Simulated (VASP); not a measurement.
# Si12O23 (a cell with a defect) in VASP: a series of runs

Runs on Si12O23 (a cell with a defect). Level: PBE. Tasks: single point.

All numbers are computed with VASP 6.6.1; they aren't measurements. Logs are shortened: lines on timing, memory, paths and dates and some standing lists are left out, and cuts for length are marked.

### 1 The cell of the first run

The cell holds a defect, 35 atoms: a = 7.318 Å, b = 7.318 Å, c = 9.842 Å, α = 70.35°, β = 70.35°, γ = 71.23°.

### 2 Single point, PBE

INCAR reads:

```
SYSTEM = Si12O23
ALGO     = Normal         ! electronic algorithm
EDIFF    = 1E-6           ! SCF threshold, eV
ENCUT    = 520            ! plane-wave cutoff, eV
GGA      = PE             ! functional
ISIF     = 2              ! what is computed and relaxed
ISMEAR   = -1             ! smearing method
LASPH    = .TRUE.         ! aspherical terms in the spheres
LCHARG   = .TRUE.         ! write CHGCAR
LELF     = .TRUE.         ! ELF
LREAL    = Auto         
LVHAR    = .TRUE.       
LWAVE    = .FALSE.        ! write WAVECAR
NBANDS   = 116            ! bands
NELM     = 80             ! most SCF steps
PREC     = Accurate       ! precision mode
SIGMA    = 0.02           ! smearing width, eV
```

KPOINTS reads:

```
k-points
0
G
  2 2 2
  0 0 0
```

POSCAR reads:

```
Si12O23
1.0
   -2.4605000000      4.2617110000      5.4163000000
    4.9210000000      0.0000000000      5.4163000000
    4.9210000000      8.5234220000      0.0000000000
Si O
12 23
Direct
    0.1748671981      0.6478479396      0.9174470698
    0.3072376720      0.8808058263      0.0765906972
    0.2511069469      0.2116532399      0.1272509753
    0.1853212333      0.6581026908      0.4102720083
    0.3171724909      0.8509335963      0.5808202981
    0.2521736183      0.2575998433      0.6424798534
    0.6754318708      0.1493573765      0.1571953807
    0.8159103877      0.3395377965      0.3219227824
    0.7544919763      0.7467695861      0.3905150121
    0.6833544550      0.1542112264      0.6599128615
    0.8162627745      0.3571188698      0.8257867503
    0.7431680734      0.7600357742      0.8934856736
    0.2731441694      0.4132696186      0.9877363210
    0.5479483115     -0.1361016634      0.0060205459
    0.7091237915      0.3242543448      0.2070545536
    0.4386388042      0.1609182735      0.2003808075
    0.0561719648      0.2804103885      0.2572171505
    0.7744167951      0.1812786059      0.9786387939
    0.2947291648      0.4351999381      0.4907407467
    0.2181801689      0.0758161016      0.6014830867
    0.7355558241      0.3254712608      0.7022393885
    0.4422856307      0.1786467402      0.7142906291
    0.0564188642      0.3385031305      0.7659647857
    0.7608302158      0.1797428692      0.4814487069
    0.7889208477      0.9315916793      0.2424550075
    0.7328880142      0.5655415411      0.3412759674
    0.2256263690      0.8280576958      0.4604990368
    0.9467672629      0.6730309388      0.4588834791
    0.5589329774      0.8151762854      0.5186291588
    0.2734906926      0.7010805091      0.2307558756
    0.7930008047      0.9313314885      0.7390792979
    0.7029511674      0.5763852800      0.8567005456
    0.2250835685      0.8168816106      0.9661389381
    0.9325745514      0.6778956958      0.9664988752
    0.2614898918      0.6857499214      0.7372096151
```

Potentials or basis: VASP PAW PBE potentials, release 64 (Si, O).

Run with:

```bash
cat potpaw_PBE.64/Si/POTCAR potpaw_PBE.64/O/POTCAR > POTCAR
mpirun -np 1 vasp_std > vasp.out
```

OUTCAR:

```text
SYSTEM = Si12O23
   EDIFF = 1E-6
   ENCUT = 520
   GGA = PE
   ISIF = 2
   ISMEAR = -1
   LASPH = .TRUE.
   LREAL = Auto
   NELM = 80
   PREC = Accurate

 ion  position               nearest neighbor table
   1  0.175  0.648  0.917-  35 1.63  34 1.63  13 1.64  33 1.64  12 3.07   5 3.10
   2  0.307  0.881  0.077-  14 1.64  30 1.65  33 1.65   3 2.51  12 3.10   4 3.10
   3  0.251  0.212  0.127-  17 1.63  16 1.64  13 1.65   2 2.51   7 3.09   8 3.14
   4  0.185  0.658  0.410-  27 1.62  30 1.62  28 1.62  19 1.63   5 3.05   6 3.06   9 3.07   2 3.10

   5  0.317  0.851  0.581-  27 1.62  20 1.62  35 1.62  29 1.63   4 3.05   6 3.09   1 3.10   9 3.11
[... 36 lines left out ...]
  34  0.933  0.678  0.966-  12 1.63   1 1.63
  35  0.261  0.686  0.737-   5 1.62   1 1.63

  LATTYP: Found a base centered monoclinic cell.
 ALAT       =    11.8979604831
 B/A-ratio  =     0.7163767295
 C/A-ratio  =     0.8272005940
 COS(beta)  =    -0.4136002970

  Lattice vectors:

 A1 = (   2.4605000000,  -4.2617110000,  -5.4163000000)
 A2 = (  -4.9210000000,   0.0000000000,  -5.4163000000)
 A3 = (   4.9210000000,   8.5234220000,   0.0000000000)

Analysis of symmetry for initial positions (statically):
=====================================================================
 Subroutine PRICEL returns:
 Original cell was already a primitive cell.

 Routine SETGRP: Setting up the symmetry group for a
 base centered monoclinic supercell.

 Subroutine GETGRP returns: Found  1 space group operations
 (whereof  1 operations were pure point group operations)
 out of a pool of  4 trial point group operations.

The static configuration has the point symmetry C_1 .

Analysis of symmetry for dynamics (positions and initial velocities):
=====================================================================
 Subroutine PRICEL returns:
 Original cell was already a primitive cell.

 Routine SETGRP: Setting up the symmetry group for a
 base centered monoclinic supercell.

 Subroutine GETGRP returns: Found  1 space group operations
 (whereof  1 operations were pure point group operations)
 out of a pool of  4 trial point group operations.

The dynamic configuration has the point symmetry C_1 .

 Subroutine INISYM returns: Found  1 space group operations
 (whereof  1 operations are pure point group operations),
 and found     1 'primitive' translations

----------------------------------------------------------------------------------------
[... 146 lines left out ...]
   IBRION =     -1    ionic relax: 0-MD 1-quasi-New 2-CG
   NFREE  =      0    steps in history (QN), initial steepest desc. (CG)
   ISIF   =      2    stress and relaxation
   ISYM   =      2    0-nonsym 1-usesym 2-fastsym
   POTIM  = 0.5000    time-step for ionic-motion
   TEBEG  =    0.0;   TEEND  =   0.0 temperature during run
   PSTRESS=    0.0 pullay stress
   NELECT =     186.0000    total number of electrons
   NUPDOWN=      -1.0000    fix difference up-down
   EMIN   =  10.00;   EMAX   =-10.00  energy-range for DOS
   EFERMI =   0.00;   METHOD = LEGACY
   ISMEAR =    -1;   SIGMA  =   0.02  broadening in eV -4-tet -1-fermi 0-gaus
   EFERMI_NEDOS =   21; number of points for ismear=-14 and -15
   IALGO  =     38    algorithm
   IMIX   =      4    mixing-type and parameters
     AMIX     =   0.40;   BMIX     =  1.00
     AMIX_MAG =   1.60;   BMIX_MAG =  1.00
  volume/ion in A,a.u.               =      12.98        87.60
  Fermi-wavevector in a.u.,A,eV,Ry     =   1.215568  2.297090 20.104032  1.477605
  Thomas-Fermi vector in A             =   2.350950
   LORBIT       =      0    0 simple, 1 ext, 2 COOP (PROOUT), +10 PAW based schemes
   GGA     = PE    functional components
   LHFCALC =     F    Hartree Fock is set to
   AEXX    =    0.0000 exact exchange contribution
   IVDW    =     0    specifies the selected vdW correction
   LEPSILON=     F    determine dielectric tensor
   LRPA    =     F    only Hartree local field effects (RPA)
 non-spin polarized calculation
  energy-cutoff  :      520.00
  volume of cell :      454.36
 maximum number of plane-waves:     12292
   NGX = 27   NGY = 27   NGZ = 37

 number of electron     186.0000013 magnetization

 Free energy of the ion-electron system (eV)
  ---------------------------------------------------
  ext. energy  EPLUGINS =         0.00000000
  ---------------------------------------------------
  free energy    TOTEN  =      -274.12819465 eV

  energy without entropy =     -274.12819465  energy(sigma->0) =     -274.12819465

 E-fermi :   2.1120     XC(G=0):  -9.1312

 val. band max:        1.5581855052   @ k =   0.0000   0.5000   0.0000
 cond. band min:       7.0657176685   @ k =   0.0000   0.0000   0.0000
 fundamental gap:      5.5075321633
 Fermi energy:         2.1120173076

 k-point     1 :       0.0000    0.0000    0.0000
  band No.  band energies     occupation
      1     -18.2682      2.00000
      2     -17.7971      2.00000
      3     -17.7671      2.00000
      4     -17.5939      2.00000
      5     -17.3600      2.00000
      6     -17.2895      2.00000
[... 853 lines left out ...]
    104      10.2111      0.00000
    105      10.2389      0.00000
 [bands above 105 left out]

------------------------ aborting loop because EDIFF is reached ----------------------------------------

  FORCE on cell =-STRESS in cart. coord.  units (eV):
  Direction    XX          YY          ZZ          XY          YZ          ZX
  --------------------------------------------------------------------------------------
  -------------------------------------------------------------------------------------
  Total       -0.6820244      6.2897638      2.9337157      0.2387961      0.9513385     -4.8399272
  in kB       -2.4049741     22.1791480     10.3449534      0.8420497      3.3546376    -17.0666919
  external PRESSURE =      10.0397091 kB  Pullay stress =       0.0000000 kB

 VOLUME and BASIS-vectors are now :
 -----------------------------------------------------------------------------
  energy-cutoff  :      520.00
  volume of cell :      454.36
      direct lattice vectors                 reciprocal lattice vectors
    -2.460500000  4.261711000  5.416300000    -0.101605365  0.058661885  0.092313941
     4.921000000  0.000000000  5.416300000     0.101605365 -0.058661885  0.092313941
     4.921000000  8.523422000  0.000000000     0.050802682  0.087992827 -0.046156971

 POSITION                                       TOTAL-FORCE (eV/Angst)
 -----------------------------------------------------------------------------------
      7.27256      8.56502      4.45607         0.020637      0.059917      0.065384
      3.95539      1.96217      6.43480         0.110922     -0.018178      0.126204
      1.04990      2.15476      2.50645        -0.029613     -0.051131     -0.058275
      4.80149      4.28671      4.56824         0.018599     -0.002939      0.010334
      6.26526      6.30227      6.32681         0.026232      0.015460      0.012221
      3.80882      6.55082      2.76109         0.019633      0.005126      0.018869
[... 27 lines left out ...]
      5.79747     12.21224      8.72279        -0.032660      0.013312      0.052864
      6.35899      7.39794      5.13054         0.017739      0.060432      0.067149
 -----------------------------------------------------------------------------------
    total drift:                                0.002013      0.008320      0.004258

  FREE ENERGIE OF THE ION-ELECTRON SYSTEM (eV)
  ---------------------------------------------------
  free  energy   TOTEN  =      -274.1281946455 eV

  energy  without entropy=     -274.1281946455  energy(sigma->0) =     -274.12819465
```

stdout:

```text
POSCAR found type information on POSCAR SiO
 POSCAR found :  2 types and      35 ions
 scaLAPACK will be used
 LDA part: xc-table for (Slater+PW92), standard interpolation
 POSCAR, INCAR and KPOINTS ok, starting setup
 FFT: planning ... GRIDC
 FFT: planning ... GRID_SOFT
 FFT: planning ... GRID
 WAVECAR not read
 entering main loop
```

Run time: 12 min. Hardware: 1 thread of Intel Xeon Platinum 8259CL at 2.50GHz (Skylake/Cascade Lake), shared host; peak memory 0.64 GiB.

What came out:

* Free energy: -274.1282 eV
* Pressure: 1.0 GPa
* Largest force: 0.423 eV/Å
* Band gap on the k mesh: 5.51 eV

Forces on the atoms (eV/Å):
```
Si   0.021  0.060  0.065
Si   0.111 -0.018  0.126
Si  -0.030 -0.051 -0.058
Si   0.019 -0.003  0.010
Si   0.026  0.015  0.012
Si   0.020  0.005  0.019
Si  -0.024 -0.026 -0.044
Si   0.036 -0.051 -0.031
Si   0.003  0.011 -0.003
Si  -0.002  0.001  0.011
Si   0.015 -0.016  0.013
Si  -0.088  0.020  0.040
O    0.023  0.004 -0.009
O   -0.358  0.129 -0.184
O    0.051 -0.037 -0.089
O   -0.145 -0.061 -0.110
O   -0.027 -0.079 -0.082
O    0.003 -0.005  0.010
O    0.011 -0.013  0.013
O    0.015  0.017  0.024
O    0.025  0.001 -0.008
O    0.021  0.017  0.000
O    0.015 -0.025  0.019
O    0.046 -0.024  0.001
O    0.013  0.019  0.015
O   -0.005 -0.008  0.016
O    0.039  0.043 -0.032
O   -0.005  0.011 -0.013
O    0.001 -0.020  0.011
O    0.135 -0.030  0.063
O   -0.019 -0.013  0.039
O   -0.008  0.029  0.007
O    0.077  0.021  0.029
O   -0.033  0.013  0.053
O    0.018  0.060  0.067
```

Levels at points of the mesh, in eV from the valence-band top:
| k point | band 89 | band 90 | band 91 | band 92 | band 93 | band 94 | band 95 | band 96 | band 97 | band 98 |
| --- | --- | --- | --- | --- | --- | --- | --- | --- | --- | --- |
| (0.00, 0.00, 0.00) | -0.89 | -0.81 | -0.72 | -0.66 | -0.20 | 5.51 | 5.98 | 6.22 | 6.61 | 7.82 |
| (0.50, 0.00, 0.00) | -0.71 | -0.70 | -0.62 | -0.55 | -0.23 | 5.88 | 6.09 | 6.34 | 6.89 | 7.29 |
| (0.00, 0.50, 0.00) | -0.78 | -0.72 | -0.68 | -0.61 | 0.00 | 5.52 | 6.19 | 6.52 | 6.88 | 7.23 |
| (0.50, 0.50, 0.00) | -0.78 | -0.73 | -0.63 | -0.59 | -0.02 | 5.59 | 6.26 | 6.53 | 7.25 | 7.58 |
| (0.00, 0.00, 0.50) | -0.87 | -0.84 | -0.74 | -0.65 | -0.21 | 5.60 | 6.19 | 6.37 | 6.57 | 6.86 |
| (0.50, 0.00, 0.50) | -0.79 | -0.76 | -0.69 | -0.60 | -0.23 | 5.85 | 6.07 | 6.50 | 7.02 | 7.22 |
| (0.00, 0.50, 0.50) | -0.81 | -0.73 | -0.65 | -0.61 | 0.00 | 5.56 | 6.27 | 6.46 | 6.84 | 7.34 |
| (0.50, 0.50, 0.50) | -0.79 | -0.67 | -0.64 | -0.60 | -0.02 | 5.57 | 6.30 | 6.59 | 7.13 | 7.29 |

Caveat: the k points lie up to 0.47 Å⁻¹ apart.

[end of part 1 of 3]
